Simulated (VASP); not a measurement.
# Al2O3 (P-6m2) in VASP: notebook

The runs below take Al2O3 through single point, with r2SCAN.

All numbers are computed with VASP 6.6.1; they aren't measurements. Logs are shortened: lines on timing, memory, paths and dates and some standing lists are left out, and cuts for length are marked.

## (1) The cell of the first run

Symmetry: P-6m2, No. 187, hexagonal system. The conventional cell has a = 2.884 Å, b = 2.884 Å, c = 9.337 Å, α = 90.00°, β = 90.00°, γ = 120.00°. Al (site symmetry 3m) has 6 O at 1.80 to 2.18 Å within 2.4 Å. Within 2.4 Å of O (site symmetry 3m) lie 3 Al at 1.80 Å. O (site symmetry -6m2) has 6 Al at 2.18 Å and 12 O at 2.66 to 2.88 Å within 2.9 Å.

## (2) Single point, r2SCAN

POSCAR reads:

```
Al2O3
1.0
    2.8843200000      0.0000000000      0.0000000000
   -1.4421600000      2.4979000000      0.0000000000
    0.0000000000      0.0000000000      9.3367500000
Al O
2 3
Direct
    0.0000000000      0.0000000000      0.1499900000
    0.0000000000      0.0000000000      0.8500100000
    0.3333333333      0.6666666667      0.2223200000
    0.6666666667      0.3333333333      0.0000000000
    0.3333333333      0.6666666667      0.7776800000
```

INCAR.step1 reads:

```
SYSTEM = Al2O3
  PREC = Accurate
  ENCUT = 660
  ISMEAR = 0
  SIGMA = 0.01
  LREAL = .FALSE.
  LASPH = .TRUE.
  NELM = 120
  NBANDS = 20
  GGA = PE
  ALGO = Normal
  EDIFF = 1E-5
  LWAVE = .TRUE.
  LCHARG = .FALSE.
  GGA_COMPAT = .FALSE.
```

INCAR.step2 reads:

```
SYSTEM = Al2O3
  PREC = Accurate
  ENCUT = 660
  EDIFF = 1E-6
  ISMEAR = 0
  SIGMA = 0.01
  LREAL = .FALSE.
  LASPH = .TRUE.
  NELM = 120
  ALGO = Normal
  ISIF = 2
  LWAVE = .FALSE.
  LCHARG = .FALSE.
  METAGGA = R2SCAN
  LMIXTAU = .TRUE.
  NBANDS = 20
  ISTART = 1
  GGA_COMPAT = .FALSE.
```

KPOINTS reads:

```
Automatic mesh
0
G
  6 6 2
  0 0 0
```

Potentials or basis: VASP PAW PBE potentials, release 64 (Al, O).

Started as:

```
$ cat potpaw_PBE.64/Al/POTCAR potpaw_PBE.64/O/POTCAR > POTCAR
$ cp INCAR.step1 INCAR
$ mpirun -np 1 vasp_std > vasp.out
$ cp INCAR.step2 INCAR
$ mpirun -np 1 vasp_std > vasp.out
```

OUTCAR:

```text
SYSTEM = Al2O3
   PREC = Accurate
   ENCUT = 660
   EDIFF = 1E-6
   ISMEAR = 0
   LREAL = .FALSE.
   LASPH = .TRUE.
   NELM = 120
   ISIF = 2
   METAGGA = R2SCAN
   ISTART = 1

 ion  position               nearest neighbor table
   1  0.000  0.000  0.150-   3 1.80   3 1.80   3 1.80   4 2.18   4 2.18   4 2.18   2 2.80
   2  0.000  0.000  0.850-   5 1.80   5 1.80   5 1.80   4 2.18   4 2.18   4 2.18   1 2.80
   3  0.333  0.667  0.222-   1 1.80   1 1.80   1 1.80
   4  0.667  0.333  0.000-   1 2.18   2 2.18   1 2.18   2 2.18   1 2.18   2 2.18
   5  0.333  0.667  0.778-   2 1.80   2 1.80   2 1.80

  LATTYP: Found a hexagonal cell.
 ALAT       =     2.8843200000
 C/A-ratio  =     3.2370714761

  Lattice vectors:

 A1 = (   2.8843200000,   0.0000000000,   0.0000000000)
 A2 = (  -1.4421600000,   2.4979000000,   0.0000000000)
 A3 = (   0.0000000000,   0.0000000000,   9.3367500000)

Analysis of symmetry for initial positions (statically):
=====================================================================
 Subroutine PRICEL returns:
 Original cell was already a primitive cell.

 Routine SETGRP: Setting up the symmetry group for a
 hexagonal supercell.

 Subroutine GETGRP returns: Found 12 space group operations
 (whereof 12 operations were pure point group operations)
 out of a pool of 24 trial point group operations.

The static configuration has the point symmetry D_3h.

Analysis of symmetry for dynamics (positions and initial velocities):
=====================================================================
 Subroutine PRICEL returns:
 Original cell was already a primitive cell.

 Routine SETGRP: Setting up the symmetry group for a
 hexagonal supercell.

 Subroutine GETGRP returns: Found 12 space group operations
 (whereof 12 operations were pure point group operations)
 out of a pool of 24 trial point group operations.

The dynamic configuration has the point symmetry D_3h.

 Subroutine INISYM returns: Found 12 space group operations
 (whereof 12 operations are pure point group operations),
 and found     1 'primitive' translations

----------------------------------------------------------------------------------------

                                     Primitive cell

  volume of cell :      67.2689

  direct lattice vectors                    reciprocal lattice vectors
     2.884320000  0.000000000  0.000000000     0.346702169  0.200168141  0.000000000
    -1.442160000  2.497900000  0.000000000     0.000000000  0.400336282  0.000000000
     0.000000000  0.000000000  9.336750000     0.000000000  0.000000000  0.107103650

  length of vectors
     2.884320000  2.884324856  9.336750000     0.400336956  0.400336282  0.107103650

  position of ions in fractional coordinates (direct lattice)
     0.000000000  0.000000000  0.149990000
     0.000000000  0.000000000  0.850010000
     0.333333333  0.666666667  0.222320000
     0.666666667  0.333333333  0.000000000
     0.333333333  0.666666667  0.777680000

  ion indices of the primitive-cell ions
   primitive index   ion index
                 1           1
                 2           2
                 3           3
                 4           4
                 5           5

----------------------------------------------------------------------------------------

 KPOINTS: Automatic mesh

Automatic generation of k-mesh.
 Grid dimensions read from file:
 generate k-points for:    6    6    2

 Generating k-lattice:

  Cartesian coordinates                     Fractional coordinates (reciprocal lattice)
     0.057783695  0.033361357  0.000000000     0.166666667  0.000000000  0.000000000
     0.000000000  0.066722714  0.000000000     0.000000000  0.166666667  0.000000000
     0.000000000  0.000000000  0.053551825     0.000000000  0.000000000  0.500000000

  Length of vectors
     0.066722826  0.066722714  0.053551825

  Shift w.r.t. Gamma in fractional coordinates (k-lattice)
     0.000000000  0.000000000  0.000000000

 Subroutine IBZKPT returns following result:
 ===========================================

 Found     14 irreducible k-points:

 Following reciprocal coordinates:
            Coordinates               Weight
  0.000000  0.000000  0.000000      1.000000
  0.166667  0.000000  0.000000      6.000000
  0.333333 -0.000000  0.000000      6.000000
  0.500000  0.000000  0.000000      3.000000
  0.166667  0.166667  0.000000      6.000000
  0.333333  0.166667  0.000000     12.000000
  0.333333  0.333333  0.000000      2.000000
  0.000000  0.000000  0.500000      1.000000
  0.166667  0.000000  0.500000      6.000000
  0.333333 -0.000000  0.500000      6.000000
  0.500000  0.000000  0.500000      3.000000
  0.166667  0.166667  0.500000      6.000000
  0.333333  0.166667  0.500000     12.000000
  0.333333  0.333333  0.500000      2.000000
   k-points           NKPTS =     14   k-points in BZ     NKDIM =     14   number of bands    NBANDS=     20
   number of dos      NEDOS =    301   number of ions     NIONS =      5
   total plane-waves  NPLWV =  46080
   dimension x,y,z NGX =    24 NGY =   24 NGZ =   80
   dimension x,y,z NGXF=    48 NGYF=   48 NGZF=  160
   ions per type =               2   3
   NGX,Y,Z   is equivalent  to a cutoff of  13.83, 13.83, 14.24 a.u.
   NGXF,Y,Z  is equivalent  to a cutoff of  27.67, 27.67, 28.49 a.u.
 SYSTEM =  Al2O3
   PREC   = accura    normal or accurate (medium, high low for compatibility)
   ISTART =      1    job   : 0-new  1-cont  2-samecut
   ICHARG =      0    charge: 1-file 2-atom 10-const
   ISPIN  =      1    spin polarized calculation?
   LNONCOLLINEAR =      F non collinear calculations
   LSORBIT =      F    spin-orbit coupling
   LASPH  =      T    aspherical Exc in radial PAW
   ENCUT  =  660.0 eV  48.51 Ry    6.96 a.u.   6.04  6.04 19.56*2*pi/ulx,y,z
   NELM   =    120;   NELMIN=  2; NELMDL=  0     # of ELM steps
   EDIFF  = 0.1E-05   stopping-criterion for ELM
   LREAL  =      F    real-space projection
   EDIFFG = 0.1E-04   stopping-criterion for IOM
   NSW    =      0    number of steps for IOM
   IBRION =     -1    ionic relax: 0-MD 1-quasi-New 2-CG
   NFREE  =      0    steps in history (QN), initial steepest desc. (CG)
   ISIF   =      2    stress and relaxation
   ISYM   =      2    0-nonsym 1-usesym 2-fastsym
   POTIM  = 0.5000    time-step for ionic-motion
   TEBEG  =    0.0;   TEEND  =   0.0 temperature during run
   PSTRESS=    0.0 pullay stress
   NELECT =      24.0000    total number of electrons
   NUPDOWN=      -1.0000    fix difference up-down
   EMIN   =  10.00;   EMAX   =-10.00  energy-range for DOS
   EFERMI =   0.00;   METHOD = LEGACY
   ISMEAR =     0;   SIGMA  =   0.01  broadening in eV -4-tet -1-fermi 0-gaus
   EFERMI_NEDOS =   21; number of points for ismear=-14 and -15
   IALGO  =     38    algorithm
   IMIX   =      4    mixing-type and parameters
     AMIX     =   0.40;   BMIX     =  1.00
     AMIX_MAG =   1.60;   BMIX_MAG =  1.00
  volume/ion in A,a.u.               =      13.45        90.79
  Fermi-wavevector in a.u.,A,eV,Ry     =   1.161111  2.194182 18.343094  1.348179
  Thomas-Fermi vector in A             =   2.297687
   LORBIT       =      0    0 simple, 1 ext, 2 COOP (PROOUT), +10 PAW based schemes
   METAGGA = R2SCAN    functional components
   LHFCALC =     F    Hartree Fock is set to
   AEXX    =    0.0000 exact exchange contribution
   IVDW    =     0    specifies the selected vdW correction
   LEPSILON=     F    determine dielectric tensor
   LRPA    =     F    only Hartree local field effects (RPA)
 non-spin polarized calculation
 Gauss-broadening in eV      SIGMA  =   0.01
  energy-cutoff  :      660.00
  volume of cell :       67.27
 maximum number of plane-waves:      2610
   NGX = 13   NGY = 13   NGZ = 39

 number of electron      23.9999992 magnetization

 Free energy of the ion-electron system (eV)
  ---------------------------------------------------
  ext. energy  EPLUGINS =         0.00000000
  ---------------------------------------------------
  free energy    TOTEN  =       -46.80876169 eV

  energy without entropy =      -46.80876169  energy(sigma->0) =      -46.80876169

 E-fermi :   0.5270     XC(G=0):  -8.7591

 val. band max:        0.4564711271   @ k =   0.1667   0.0000   0.0000
 cond. band min:       6.0604694874   @ k =   0.0000   0.0000   0.0000
 fundamental gap:      5.6039983603
 Fermi energy:         0.5270065189

 k-point     1 :       0.0000    0.0000    0.0000
  band No.  band energies     occupation
      1     -19.2072      2.00000
      2     -18.1618      2.00000
      3     -17.0418      2.00000
      4      -4.5702      2.00000
      5      -1.6431      2.00000
      6      -1.0641      2.00000
[... 12 lines left out ...]
     19      16.4671      0.00000
     20      16.4672      0.00000

 k-point     2 :       0.1667    0.0000    0.0000
  band No.  band energies     occupation
      1     -18.8819      2.00000
      2     -17.9264      2.00000
      3     -16.9342      2.00000
      4      -4.4164      2.00000
      5      -2.6037      2.00000
      6      -1.8584      2.00000
[... 12 lines left out ...]
     19      14.7881      0.00000
     20      15.6590      0.00000

 k-point     3 :       0.3333   -0.0000    0.0000
  band No.  band energies     occupation
      1     -18.0787      2.00000
      2     -17.4093      2.00000
      3     -16.7912      2.00000
      4      -4.7935      2.00000
      5      -4.5962      2.00000
      6      -3.2849      2.00000
[... 12 lines left out ...]
     19      14.3954      0.00000
     20      15.3429      0.00000

 k-point     4 :       0.5000    0.0000    0.0000
  band No.  band energies     occupation
      1     -17.4675      2.00000
      2     -17.1215      2.00000
      3     -16.8804      2.00000
      4      -5.5209      2.00000
      5      -5.3463      2.00000
      6      -3.9449      2.00000
[... 12 lines left out ...]
     19      15.1664      0.00000
     20      15.2466      0.00000

 k-point     5 :       0.1667    0.1667    0.0000
  band No.  band energies     occupation
      1     -18.3135      2.00000
      2     -17.5468      2.00000
      3     -16.8050      2.00000
      4      -4.4946      2.00000
      5      -3.7340      2.00000
      6      -3.2265      2.00000
[... 12 lines left out ...]
     19      14.2069      0.00000
     20      14.8107      0.00000

 k-point     6 :       0.3333    0.1667    0.0000
  band No.  band energies     occupation
      1     -17.5307      2.00000
      2     -17.1293      2.00000
      3     -16.8190      2.00000
      4      -5.0757      2.00000
      5      -4.9768      2.00000
      6      -3.7404      2.00000
[... 12 lines left out ...]
     19      14.5651      0.00000
     20      15.5272      0.00000

 k-point     7 :       0.3333    0.3333    0.0000
  band No.  band energies     occupation
      1     -17.0596      2.00000
      2     -17.0156      2.00000
      3     -16.9873      2.00000
      4      -5.0180      2.00000
      5      -4.6320      2.00000
      6      -3.6978      2.00000
[... 12 lines left out ...]
     19      14.5168      0.00000
     20      14.6857      0.00000
[... 47 lines left out ...]
 k-point    10 :       0.3333   -0.0000    0.5000
  band No.  band energies     occupation
      1     -18.0786      2.00000
      2     -17.4095      2.00000
      3     -16.7911      2.00000
      4      -4.7939      2.00000
      5      -4.5953      2.00000
      6      -3.2833      2.00000
[... 12 lines left out ...]
     19      14.4614      0.00000
     20      15.7984      0.00000

 k-point    11 :       0.5000    0.0000    0.5000
  band No.  band energies     occupation
      1     -17.4674      2.00000
      2     -17.1217      2.00000
      3     -16.8803      2.00000
      4      -5.5205      2.00000
      5      -5.3471      2.00000
      6      -3.9436      2.00000
[... 12 lines left out ...]
     19      14.9630      0.00000
     20      15.4387      0.00000

 k-point    12 :       0.1667    0.1667    0.5000
  band No.  band energies     occupation
      1     -18.3134      2.00000
      2     -17.5471      2.00000
      3     -16.8048      2.00000
      4      -4.4948      2.00000
      5      -3.7329      2.00000
      6      -3.2242      2.00000
[... 12 lines left out ...]
     19      14.0341      0.00000
     20      15.0568      0.00000

 k-point    13 :       0.3333    0.1667    0.5000
  band No.  band energies     occupation
      1     -17.5306      2.00000
      2     -17.1295      2.00000
      3     -16.8189      2.00000
      4      -5.0754      2.00000
      5      -4.9774      2.00000
      6      -3.7390      2.00000
[... 12 lines left out ...]
     19      14.7049      0.00000
     20      15.4807      0.00000

 k-point    14 :       0.3333    0.3333    0.5000
  band No.  band energies     occupation
      1     -17.0596      2.00000
      2     -17.0155      2.00000
      3     -16.9874      2.00000
      4      -5.0179      2.00000
      5      -4.6323      2.00000
      6      -3.6970      2.00000
[... 12 lines left out ...]
     19      14.4774      0.00000
     20      14.7771      0.00000

------------------------ aborting loop because EDIFF is reached ----------------------------------------

  FORCE on cell =-STRESS in cart. coord.  units (eV):
  Direction    XX          YY          ZZ          XY          YZ          ZX
  --------------------------------------------------------------------------------------
  -------------------------------------------------------------------------------------
  Total       -2.3103411     -2.3103515     -1.5652233      0.0000000     -0.0000000      0.0000000
  in kB      -55.0265725    -55.0268196    -37.2797227      0.0000000     -0.0000000      0.0000000
  external PRESSURE =     -49.1110383 kB  Pullay stress =       0.0000000 kB

 VOLUME and BASIS-vectors are now :
 -----------------------------------------------------------------------------
  energy-cutoff  :      660.00
  volume of cell :       67.27
      direct lattice vectors                 reciprocal lattice vectors
     2.884320000  0.000000000  0.000000000     0.346702169  0.200168141  0.000000000
    -1.442160000  2.497900000  0.000000000     0.000000000  0.400336282  0.000000000
     0.000000000  0.000000000  9.336750000     0.000000000  0.000000000  0.107103650

 POSITION                                       TOTAL-FORCE (eV/Angst)
 -----------------------------------------------------------------------------------
      0.00000      0.00000      1.40042         0.000000     -0.000000      0.153224
      0.00000      0.00000      7.93633         0.000000     -0.000000     -0.153224
     -0.00000      1.66527      2.07575        -0.000000     -0.000000     -0.441528
      1.44216      0.83263      0.00000        -0.000000     -0.000000      0.000000
     -0.00000      1.66527      7.26100         0.000000      0.000000      0.441528
 -----------------------------------------------------------------------------------
    total drift:                                0.000000     -0.000274      0.000000

  FREE ENERGIE OF THE ION-ELECTRON SYSTEM (eV)
  ---------------------------------------------------
  free  energy   TOTEN  =       -46.8087616878 eV

  energy  without entropy=      -46.8087616878  energy(sigma->0) =      -46.80876169
```

It took 2.7 min on 1 thread of Intel Xeon 8259CL, shared host; peak memory 0.21 GiB.

What came out:

| Quantity | Value |
| --- | --- |
| Free energy | -46.8088 eV |
| Pressure | -4.9 GPa |
| Largest force | 0.442 eV/Å |
| Band gap on the k mesh | 5.60 eV (least direct gap 5.83 eV) |

Forces on the atoms (eV/Å):
```
Al   0.000  0.000  0.153
Al   0.000  0.000 -0.153
O    0.000  0.000 -0.442
O    0.000  0.000  0.000
O    0.000  0.000  0.442
```

Caveat: the cell stands under tension; the PAW data sets were made with another functional, which shifts forces and pressure a little.

## (3) Single point, r2SCAN

POSCAR is that of step 2.

INCAR.step1 reads:

```
PREC = Accurate ; ENCUT = 660
ISMEAR = 0 ; SIGMA = 0.01
LREAL = False ; LASPH = True
NELM = 120 ; NBANDS = 20
GGA = PE ; ALGO = Normal
EDIFF = 1E-5 ; LWAVE = True
LCHARG = False ; GGA_COMPAT = False
```

INCAR.step2 reads:

```
PREC = Accurate ; ENCUT = 660
EDIFF = 1E-6 ; ISMEAR = 0
SIGMA = 0.01 ; LREAL = False
LASPH = True ; NELM = 120
ALGO = Normal ; ISIF = 2
LWAVE = False ; LCHARG = False
METAGGA = R2SCAN ; LMIXTAU = True
NBANDS = 20 ; ISTART = 1
GGA_COMPAT = False
```

KPOINTS reads:

```
regular mesh
0
Gamma
  11 11 3
```

Potentials or basis: VASP PAW PBE potentials, release 64 (Al, O).

Started as:

```
$ cat potpaw_PBE.64/Al/POTCAR potpaw_PBE.64/O/POTCAR > POTCAR
$ cp INCAR.step1 INCAR
$ mpirun -np 1 vasp_std > vasp.out
$ cp INCAR.step2 INCAR
$ mpirun -np 1 vasp_std > vasp.out
```

Wall time 5.2 min (1 thread of Intel Xeon 8259CL, shared host); peak memory 0.23 GiB.

It converged, with:

```
Free energy            : -46.8092 eV
Pressure               : -4.9 GPa
Largest force          : 0.441 eV/Å
Band gap on the k mesh : 5.60 eV (least direct gap 5.83 eV)
```

Forces in eV/Å, atoms in the order of the input:
```
Al   0.000  0.000  0.153
Al   0.000  0.000 -0.153
O    0.000  0.000 -0.441
O    0.000  0.000  0.000
O    0.000  0.000  0.441
```

Stress tensor (GPa, compression positive):
```
-5.50  0.00  0.00
 0.00 -5.50  0.00
 0.00  0.00 -3.73
```

Levels at points of the mesh, in eV from the valence-band top:
| k point | band 8 | band 9 | band 10 | band 11 | band 12 | band 13 | band 14 | band 15 | band 16 | band 17 |
| --- | --- | --- | --- | --- | --- | --- | --- | --- | --- | --- |
| (0.00, 0.00, 0.00) | -1.27 | -1.27 | -0.56 | -0.56 | -0.23 | 5.60 | 8.29 | 8.76 | 10.12 | 14.10 |

Caveat: the cell stands under tension; the PAW data sets were made with another functional, which shifts forces and pressure a little; an odd mesh through Γ misses points on the zone boundary, where band edges can lie.
